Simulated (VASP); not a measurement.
Here is a VASP 6.6.1 calculation.

The input INCAR:

```
PREC = Accurate
ENCUT = 520
EDIFF = 1E-6
ISMEAR = 0
SIGMA = 0.02
LREAL = F
LASPH = T
NELM = 60
ALGO = Normal
ISIF = 2
LWAVE = F
LCHARG = F
GGA = PS
NBANDS = 56
```

The input KPOINTS:

```
regular mesh
0
Gamma
  6 6 6
```

Contents of POSCAR:

```
AlIn2N3
1.0
    4.8974969591     -2.8109065371      0.0000000000
    4.8974969591      2.8109065371      0.0000000000
    0.0000000000      0.0000000000      5.1968393141
Al In N
2 4 6
Direct
    0.3383558776      0.6616441224      0.9885596468
    0.6616441224      0.3383558776      0.4885596468
    0.9840841295      0.3387641102      0.9860953896
    0.6612358898      0.0159158705      0.9860953896
    0.0159158705      0.6612358898      0.4860953896
    0.3387641102      0.9840841295      0.4860953896
    0.9730439579      0.3301991872      0.3871925915
    0.6698008128      0.0269560421      0.3871925915
    0.0269560421      0.6698008128      0.8871925915
    0.3301991872      0.9730439579      0.8871925915
    0.3705962929      0.6294037071      0.3368643911
    0.6294037071      0.3705962929      0.8368643911
```

Potentials or basis: VASP PAW PBE potentials, release 64 (Al, In_d, N).

The run is started by

```sh
$ cat potpaw_PBE.64/Al/POTCAR potpaw_PBE.64/In_d/POTCAR potpaw_PBE.64/N/POTCAR > POTCAR
$ mpirun -np 1 vasp_std > vasp.out
```

Problem. Estimate the largest force.

Solution. 0.011 eV/Å.

Problem. Predict the band gap on the k mesh.

Solution. 1.49 eV, direct.

Stress tensor (GPa, compression positive):
```
26.40  0.00  0.00
 0.00 26.48  0.00
 0.00  0.00 26.51
```

Caveat: the PAW data sets were made with another functional, which shifts forces and pressure a little; spin-orbit coupling is left out, which moves the levels of the heavy elements.
